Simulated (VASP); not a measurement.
Runs of VASP 6.6.1 on Te. The structure is that of space group C2/m (No. 12), or close to it. The cells are those of the table. 

```tsv
task	cell	k mesh for the DOS	occupations for the DOS	gap on the mesh (eV)	pressure (GPa)	largest force (eV/Å)
electric field gradients	a = 4.853, b = 4.853, c = 3.959 Å, angles 91.6, 91.6, 58.5°, 3 atoms	-	-	none	9.3	0.50
single point	a = 4.804, b = 4.804, c = 3.959 Å, angles 91.6, 91.6, 58.5°, 3 atoms	-	-	none	11.6	0.57
single point	a = 4.950, b = 4.950, c = 3.960 Å, angles 91.7, 91.7, 58.5°, 3 atoms	-	-	none	(a)	0.38
single point	a = 4.853, b = 4.853, c = 4.078 Å, angles 91.6, 91.6, 58.5°, 3 atoms	-	-	none	7.5	0.45
single point	a = 4.853, b = 4.853, c = 3.999 Å, angles 91.6, 91.6, 58.5°, 3 atoms	-	-	none	(b)	0.49
single point	a = 4.853, b = 4.853, c = 3.880 Å, angles 91.7, 91.7, 58.5°, 3 atoms	-	-	none	10.7	0.54
```

Alike in all rows: level PBE; potentials or basis VASP PAW PBE potentials, release 64 (Te); no spin polarisation; k mesh 8 × 8 × 8; cutoff (eV) 520; smearing fermi-dirac 0.05 eV.

Fill in the values left out.

(a) 5.5; (b) 8.7.

Caveats: spin-orbit coupling is left out, which moves the levels of the heavy elements.

A k mesh can miss the band edges, and the runs leave out spin-orbit coupling on Te.

A gap of «none» marks levels without a gap at the run's occupations.
